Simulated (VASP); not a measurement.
# Pt in VASP: single point with PBE

Aim: the single point of Pt with PBE.

All numbers are computed with VASP 6.6.1; they aren't measurements. Logs are shortened: lines on timing, memory, paths and dates and some standing lists are left out, and cuts for length are marked.

### Step 1. The cell of the first run

The cell holds a slab with vacuum, 6 atoms: a = 2.808 Å, b = 2.808 Å, c = 25.928 Å, α = 90.00°, β = 90.00°, γ = 90.00°.

### Step 2. Single point, PBE

Input file POSCAR:

```
Pt
1.0
    2.8080030017      0.0000000000      0.0000000000
    0.0000000000      2.8080030017      0.0000000000
    0.0000000000      0.0000000000     25.9278000000
Pt
6
Direct
    0.2500000000      0.2500000000      0.3085493212
    0.7500000000      0.7500000000      0.3851295927
    0.2500000000      0.2500000000      0.4617098642
    0.7500000000      0.7500000000      0.5382901358
    0.2500000000      0.2500000000      0.6148704073
    0.7500000000      0.7500000000      0.6914506788
```

Input file INCAR.step1:

```
ALGO     = Normal         # electronic algorithm
DIPOL    = 0.5 0.5 0.500
EDIFF    = 1E-6           # SCF threshold, eV
ENCUT    = 520            # plane-wave cutoff, eV
GGA      = PE             # functional
IDIPOL   = 3            
ISIF     = 2              # what is computed and relaxed
ISMEAR   = -1             # smearing method
LASPH    = True           # aspherical terms in the spheres
LCHARG   = True           # write CHGCAR
LDIPOL   = True         
LMAXMIX  = 4              # l up to which the mixer works
LREAL    = False          # projectors in reciprocal space
LWAVE    = False          # write WAVECAR
NBANDS   = 39             # bands
NELM     = 60             # most SCF steps
PREC     = Accurate       # precision mode
SIGMA    = 0.08           # smearing width, eV
```

Input file KPOINTS.step1:

```
k-points
0
Gamma
  12 12 1
```

Input file INCAR.step2:

```
ALGO     = Normal         # electronic algorithm
DIPOL    = 0.5 0.5 0.500
EDIFF    = 1E-6           # SCF threshold, eV
ENCUT    = 520            # plane-wave cutoff, eV
GGA      = PE             # functional
ICHARG   = 11             # starting density
IDIPOL   = 3            
ISIF     = 2              # what is computed and relaxed
ISMEAR   = -5             # smearing method
LASPH    = True           # aspherical terms in the spheres
LCHARG   = False          # write CHGCAR
LDIPOL   = True         
LMAXMIX  = 4              # l up to which the mixer works
LORBIT   = 10             # projections on sites
LREAL    = False          # projectors in reciprocal space
LWAVE    = False          # write WAVECAR
NBANDS   = 39             # bands
NEDOS    = 1001           # points of the DOS
NELM     = 60             # most SCF steps
PREC     = Accurate       # precision mode
SIGMA    = 0.08           # smearing width, eV
```

Input file KPOINTS.step2:

```
k-points
0
Gamma
  18 18 1
```

Potentials or basis: VASP PAW PBE potentials, release 64 (Pt).

On the command line:

```bash
> cat potpaw_PBE.64/Pt/POTCAR > POTCAR
> cp INCAR.step1 INCAR
> cp KPOINTS.step1 KPOINTS
> mpirun -np 1 vasp_std > vasp.out
> cp INCAR.step2 INCAR
> cp KPOINTS.step2 KPOINTS
> mpirun -np 1 vasp_std > vasp.out
```

OUTCAR:

```text
EDIFF = 1E-6
   ENCUT = 520
   GGA = PE
   ICHARG = 11
   ISIF = 2
   ISMEAR = -5
   LASPH = True
   LORBIT = 10
   LREAL = False
   NELM = 60
   PREC = Accurate

 ion  position               nearest neighbor table
   1  0.250  0.250  0.309-   2 2.81   2 2.81   2 2.81   2 2.81
   2  0.750  0.750  0.385-   1 2.81   1 2.81   1 2.81   1 2.81   3 2.81   3 2.81   3 2.81   3 2.81

   3  0.250  0.250  0.462-   2 2.81   2 2.81   2 2.81   2 2.81   4 2.81   4 2.81   4 2.81   4 2.81

   4  0.750  0.750  0.538-   5 2.81   5 2.81   5 2.81   5 2.81   3 2.81   3 2.81   3 2.81   3 2.81

   5  0.250  0.250  0.615-   6 2.81   6 2.81   6 2.81   6 2.81   4 2.81   4 2.81   4 2.81   4 2.81

   6  0.750  0.750  0.691-   5 2.81   5 2.81   5 2.81   5 2.81

  LATTYP: Found a simple tetragonal cell.
 ALAT       =     2.8080030017
 C/A-ratio  =     9.2335371381

  Lattice vectors:

 A1 = (   2.8080030017,   0.0000000000,   0.0000000000)
 A2 = (   0.0000000000,   2.8080030017,   0.0000000000)
 A3 = (   0.0000000000,   0.0000000000,  25.9278000000)

Analysis of symmetry for initial positions (statically):
=====================================================================
 Subroutine PRICEL returns:
 Original cell was already a primitive cell.

 Routine SETGRP: Setting up the symmetry group for a
 simple tetragonal supercell.

 Subroutine GETGRP returns: Found 16 space group operations
 (whereof  4 operations were pure point group operations)
 out of a pool of 16 trial point group operations.

The static configuration has the point symmetry C_2h.
 The point group associated with its full space group is D_4h.

Analysis of symmetry for dynamics (positions and initial velocities):
=====================================================================
 Subroutine PRICEL returns:
 Original cell was already a primitive cell.

 Routine SETGRP: Setting up the symmetry group for a
 simple tetragonal supercell.

 Subroutine GETGRP returns: Found 16 space group operations
 (whereof  4 operations were pure point group operations)
 out of a pool of 16 trial point group operations.

The dynamic configuration has the point symmetry C_2h.
 The point group associated with its full space group is D_4h.

 Subroutine INISYM returns: Found 16 space group operations
 (whereof  4 operations are pure point group operations),
 and found     1 'primitive' translations

----------------------------------------------------------------------------------------

                                     Primitive cell

  volume of cell :     204.4376

  direct lattice vectors                    reciprocal lattice vectors
     2.808003002  0.000000000  0.000000000     0.356124975  0.000000000  0.000000000
     0.000000000  2.808003002  0.000000000     0.000000000  0.356124975  0.000000000
     0.000000000  0.000000000 25.927800000     0.000000000  0.000000000  0.038568641

  length of vectors
     2.808003002  2.808003002 25.927800000     0.356124975  0.356124975  0.038568641

  position of ions in fractional coordinates (direct lattice)
     0.250000000  0.250000000  0.308549321
     0.750000000  0.750000000  0.385129593
     0.250000000  0.250000000  0.461709864
     0.750000000  0.750000000  0.538290136
     0.250000000  0.250000000  0.614870407
     0.750000000  0.750000000  0.691450679

  ion indices of the primitive-cell ions
   primitive index   ion index
                 1           1
                 2           2
                 3           3
                 4           4
                 5           5
                 6           6

----------------------------------------------------------------------------------------

 KPOINTS: k-points

Automatic generation of k-mesh.
 Grid dimensions read from file:
 generate k-points for:   18   18    1

 Generating k-lattice:

  Cartesian coordinates                     Fractional coordinates (reciprocal lattice)
     0.019784721  0.000000000  0.000000000     0.055555556  0.000000000  0.000000000
     0.000000000  0.019784721  0.000000000     0.000000000  0.055555556  0.000000000
     0.000000000  0.000000000  0.038568641     0.000000000  0.000000000  1.000000000

  Length of vectors
     0.019784721  0.019784721  0.038568641

  Shift w.r.t. Gamma in fractional coordinates (k-lattice)
     0.000000000  0.000000000  0.000000000

 TETIRR: Found    495 inequivalent tetrahedra from     1944

 Subroutine IBZKPT returns following result:
 ===========================================

 Found     55 irreducible k-points:

 Following reciprocal coordinates:
            Coordinates               Weight
  0.000000  0.000000  0.000000      1.000000
  0.055556  0.000000  0.000000      4.000000
  0.111111  0.000000  0.000000      4.000000
  0.166667  0.000000  0.000000      4.000000
  0.222222  0.000000  0.000000      4.000000
  0.277778  0.000000  0.000000      4.000000
[... 16 lines left out ...]
  0.277778  0.111111  0.000000      8.000000
  0.333333  0.111111  0.000000      8.000000
 [... further k-points ...]
   k-points           NKPTS =     55   k-points in BZ     NKDIM =     55   number of bands    NBANDS=     39
   number of dos      NEDOS =   1001   number of ions     NIONS =      6
   total plane-waves  NPLWV = 112896
   dimension x,y,z NGX =    24 NGY =   24 NGZ =  196
   dimension x,y,z NGXF=    48 NGYF=   48 NGZF=  392
   ions per type =               6
   NGX,Y,Z   is equivalent  to a cutoff of  14.21, 14.21, 12.57 a.u.
   NGXF,Y,Z  is equivalent  to a cutoff of  28.42, 28.42, 25.13 a.u.
 SYSTEM =  unknown system
   PREC   = accura    normal or accurate (medium, high low for compatibility)
   ISTART =      0    job   : 0-new  1-cont  2-samecut
   ICHARG =     11    charge: 1-file 2-atom 10-const
   ISPIN  =      1    spin polarized calculation?
   LNONCOLLINEAR =      F non collinear calculations
   LSORBIT =      F    spin-orbit coupling
   LASPH  =      T    aspherical Exc in radial PAW
   ENCUT  =  520.0 eV  38.22 Ry    6.18 a.u.   5.22  5.22 48.21*2*pi/ulx,y,z
   NELM   =     60;   NELMIN=  2; NELMDL=  0     # of ELM steps
   EDIFF  = 0.1E-05   stopping-criterion for ELM
   LREAL  =      F    real-space projection
   EDIFFG = 0.1E-04   stopping-criterion for IOM
   NSW    =      0    number of steps for IOM
   IBRION =     -1    ionic relax: 0-MD 1-quasi-New 2-CG
   NFREE  =      0    steps in history (QN), initial steepest desc. (CG)
   ISIF   =      2    stress and relaxation
   ISYM   =      2    0-nonsym 1-usesym 2-fastsym
   POTIM  = 0.5000    time-step for ionic-motion
   TEBEG  =    0.0;   TEEND  =   0.0 temperature during run
   PSTRESS=    0.0 pullay stress
   NELECT =      60.0000    total number of electrons
   NUPDOWN=      -1.0000    fix difference up-down
   EMIN   =  10.00;   EMAX   =-10.00  energy-range for DOS
   EFERMI =   0.00;   METHOD = LEGACY
   ISMEAR =    -5;   SIGMA  =   0.08  broadening in eV -4-tet -1-fermi 0-gaus
   EFERMI_NEDOS =   21; number of points for ismear=-14 and -15
   IALGO  =     38    algorithm
   IMIX   =      4    mixing-type and parameters
     AMIX     =   0.40;   BMIX     =  1.00
     AMIX_MAG =   1.60;   BMIX_MAG =  1.00
  volume/ion in A,a.u.               =      34.07       229.94
  Fermi-wavevector in a.u.,A,eV,Ry     =   1.087940  2.055909 16.104041  1.183614
  Thomas-Fermi vector in A             =   2.224111
   LORBIT       =     10    0 simple, 1 ext, 2 COOP (PROOUT), +10 PAW based schemes
   GGA     = PE    functional components
   LHFCALC =     F    Hartree Fock is set to
   AEXX    =    0.0000 exact exchange contribution
   IVDW    =     0    specifies the selected vdW correction
   LEPSILON=     F    determine dielectric tensor
   LRPA    =     F    only Hartree local field effects (RPA)
 non-spin polarized calculation
 Fermi weights with tetrahedron method with Bloechl corrections
  energy-cutoff  :      520.00
  volume of cell :      204.44
 maximum number of plane-waves:      5568
 NGX is ok and might be reduce to    24

 number of electron      60.0000006 magnetization

 dipolmoment           0.000000      0.000000      0.000000 electrons x Angstroem

 Free energy of the ion-electron system (eV)
  ---------------------------------------------------
  ext. energy  EPLUGINS =         0.00000000
  ---------------------------------------------------
  free energy    TOTEN  =       -34.74393222 eV

  energy without entropy =      -34.74393222  energy(sigma->0) =      -34.74393222

 E-fermi :   1.7349     XC(G=0):  -6.8395

 val. band max:        1.7540382097   @ k =   0.4444   0.3889   0.0000
 cond. band min:       1.7313480408   @ k =   0.0556   0.0556   0.0000
 fundamental gap:     -0.0226901690
 Fermi energy:         1.7348688000

 k-point     1 :       0.0000    0.0000    0.0000
  band No.  band energies     occupation
      1      -7.7175      2.00000
      2      -6.7508      2.00000
      3      -5.5042      2.00000
      4      -4.8487      2.00000
      5      -4.3483      2.00000
      6      -4.2537      2.00000
[... 31 lines left out ...]
     38       7.2125      0.00000
     39       7.4446      0.00000

 k-point     2 :       0.0556    0.0000    0.0000
  band No.  band energies     occupation
      1      -7.6397      2.00000
      2      -6.6801      2.00000
      3      -5.4417      2.00000
      4      -4.7891      2.00000
      5      -4.3000      2.00000
      6      -4.1922      2.00000
[... 913 lines left out ...]
     38       7.9011      0.00000
     39       8.9851      0.00000

 k-point    24 :       0.3333    0.1111    0.0000
  band No.  band energies     occupation
      1      -5.2372      2.00000
      2      -4.9093      2.00000
      3      -4.4618      2.00000
      4      -3.9447      2.00000
      5      -3.3263      2.00000
      6      -3.2733      2.00000
[... 31 lines left out ...]
     38       7.8075      0.00000
     39       8.6727      0.00000

 [... further k-points ...]

------------------------ aborting loop because EDIFF is reached ----------------------------------------

 vacuum level on the upper side and lower side of the slab       (xc-potential included)        -0.225        -0.225

  FORCE on cell =-STRESS in cart. coord.  units (eV):
  Direction    XX          YY          ZZ          XY          YZ          ZX
  --------------------------------------------------------------------------------------
  -------------------------------------------------------------------------------------
  Total       -4.7281220     -4.7281220     -2.1389152     -0.0000000     -0.0000000     -0.0000000
  in kB      -37.0542864    -37.0542864    -16.7626756     -0.0000000     -0.0000000     -0.0000000
  external PRESSURE =     -30.2904161 kB  Pullay stress =       0.0000000 kB

 VOLUME and BASIS-vectors are now :
 -----------------------------------------------------------------------------
  energy-cutoff  :      520.00
  volume of cell :      204.44
      direct lattice vectors                 reciprocal lattice vectors
     2.808003002  0.000000000  0.000000000     0.356124975  0.000000000  0.000000000
     0.000000000  2.808003002  0.000000000     0.000000000  0.356124975  0.000000000
     0.000000000  0.000000000 25.927800000     0.000000000  0.000000000  0.038568641

 POSITION                                       TOTAL-FORCE (eV/Angst)
 -----------------------------------------------------------------------------------
      0.70200      0.70200      8.00001         0.000000      0.000000      0.375978
      2.10600      2.10600      9.98556        -0.000000     -0.000000     -0.265634
      0.70200      0.70200     11.97112        -0.000000     -0.000000     -0.018010
      2.10600      2.10600     13.95668         0.000000     -0.000000      0.018010
      0.70200      0.70200     15.94224         0.000000     -0.000000      0.265634
      2.10600      2.10600     17.92779        -0.000000      0.000000     -0.375978
 -----------------------------------------------------------------------------------
    total drift:                                0.000000      0.000000      0.000000

  FREE ENERGIE OF THE ION-ELECTRON SYSTEM (eV)
  ---------------------------------------------------
  free  energy   TOTEN  =       -34.7439322204 eV

  energy  without entropy=      -34.7439322204  energy(sigma->0) =      -34.74393222

 vacuum level on the upper side and lower side of the slab         7.192         7.192

 total charge

# of ion       s       p       d       tot
------------------------------------------
    1        0.606   0.376   8.013   8.995
    2        0.612   0.557   8.014   9.183
    3        0.618   0.567   8.021   9.206
    4        0.618   0.567   8.021   9.206
    5        0.612   0.557   8.014   9.183
    6        0.606   0.376   8.013   8.995
--------------------------------------------------
tot          3.673   2.999  48.095  54.767
```

It took 11 min on 1 thread of Oxide Virtual Turin-like, shared host; peak memory 0.46 GiB.

What came out:

```yaml
Valence_electrons_inside_the_program's_atomic_spheres: Pt 8.99, 9.18, 9.21 (each value once)
```

Caveat: spin-orbit coupling is left out, which moves the levels of the heavy elements.
